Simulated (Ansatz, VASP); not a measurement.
In in VASP and in Ansatz

```
In
1.0
     5.32975    0.00000    0.00000
    -2.66488    4.61570    0.00000
     0.00000    0.00000    3.28963
In
3
Direct
  0.00000 0.00000 0.00000
  0.33333 0.66667 0.50000
  0.66667 0.33333 0.50000
```

Alike in both runs: task single point; functional PBEsol; k mesh 8 × 8 × 11; occupations fermi-dirac, width 0.1 eV; no spin polarisation.

|  | VASP | Ansatz |
| --- | --- | --- |
| version | VASP 6.6.1 | Ansatz 0.2.0 |
| potentials or method | VASP PAW PBE potentials, release 64 (In_d), cutoff 520 eV | plane waves (420 eV) with PAW, scalar-relativistic |
| valence electrons in the cell | 39 | 39 |

```tsv
	VASP	Ansatz	Ansatz less VASP
pressure (GPa)	-1.5	-1.5	+0.04
traceless stress, the component that is largest in VASP (GPa)	-0.13	-0.12	+0.002
```

VASP's potentials were made for PBE, not for PBEsol, and Ansatz warns of the same on its side. The functional is the same, so the differences come from potentials, cutoffs and numerics.
